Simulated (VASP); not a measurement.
C: single point with r2SCAN

C:

```
CELL_PARAMETERS angstrom
-2.50984 0.00000 0.00000
-1.25492 -2.17358 0.00000
-0.94119 -0.54340 16.56065
ATOMIC_POSITIONS crystal
C 0.83213 0.83213 0.67147
C 0.95713 0.95713 0.17147
C 0.76963 0.76963 0.92147
C 0.89463 0.89463 0.42147
C 0.79287 0.79287 0.82853
C 0.91787 0.91787 0.32853
C 0.98037 0.98037 0.07853
C 0.85537 0.85537 0.57853
C 0.15765 0.15765 0.70275
C 0.28265 0.28265 0.20275
C 0.42848 0.42848 0.95275
C 0.55348 0.55348 0.45275
C 0.13402 0.13402 0.79725
C 0.25902 0.25902 0.29725
C 0.65485 0.65485 0.04725
C 0.52985 0.52985 0.54725
```

This cell differs from its parent crystal: the part above a cut slid along it.

- Program: VASP 6.6.1
- Task: single point
- Functional: r2SCAN
- Potentials or basis: VASP PAW PBE potentials, release 64 (C)
- Cutoff: 520 eV
- k mesh: 10 × 10 × 2
- Occupations: gaussian, width 0.05 eV
- Spin: no spin polarisation
- Dipole correction: no
- Further INCAR settings: LREAL = Auto; ALGO = Normal; EDIFF = 1e-06; NBANDS = 46

- Pressure: 3.6 GPa
- Largest force: 5.977 eV/Å
- Band gap on the k mesh: 0.06 eV (least direct gap 1.50 eV)

Forces in eV/Å, atoms in the order of the input:
```
C    0.000  0.000  0.009
C    0.263  0.152  0.352
C   -0.486 -0.280 -0.101
C    0.007  0.004  0.014
C   -0.579 -0.334 -0.516
C   -0.003 -0.002 -0.005
C   -0.315 -0.182 -0.126
C   -0.008 -0.005 -0.014
C   -0.051 -0.029 -0.027
C   -0.010 -0.006  0.006
C   -3.351 -1.935 -2.583
C    0.002  0.001  0.001
C   -0.012 -0.007  0.041
C    0.033  0.019  0.019
C    4.510  2.604  2.934
C    0.000  0.000 -0.004
```

Stress tensor (GPa, compression positive):
```
-3.80 -4.31 16.47
-4.31  1.18  9.51
16.47  9.51 13.36
```

Levels at points of the mesh, in eV from the valence-band top:
```
           k point  band 30  band 31  band 32  band 33  band 34  band 35
(0.00, 0.00, 0.00)    -0.48    -0.44     0.00     4.84     5.40     5.44
(0.50, 0.00, 0.00)    -3.92    -3.65    -2.59     2.12     4.62     4.77
(0.50, 0.50, 0.00)    -4.19    -3.51    -1.43     0.06     4.54     4.90
(0.00, 0.00, 0.50)    -0.50    -0.44    -0.38     5.01     5.32     5.40
(0.50, 0.00, 0.50)    -4.19    -3.57    -2.63     2.14     4.58     4.93
(0.50, 0.50, 0.50)    -3.79    -3.64    -1.45     0.08     4.60     4.69
```

It took 37 min on 1 thread of Intel Xeon 8259CL (shared host), peak memory 0.32 GiB.

Caveat: the cell differs from its parent crystal (the part above a cut slid along it); the stress differs along the axes, from -4 to 13 GPa; the PAW data sets were made with another functional, which shifts forces and pressure a little. A k mesh can miss the band edges.
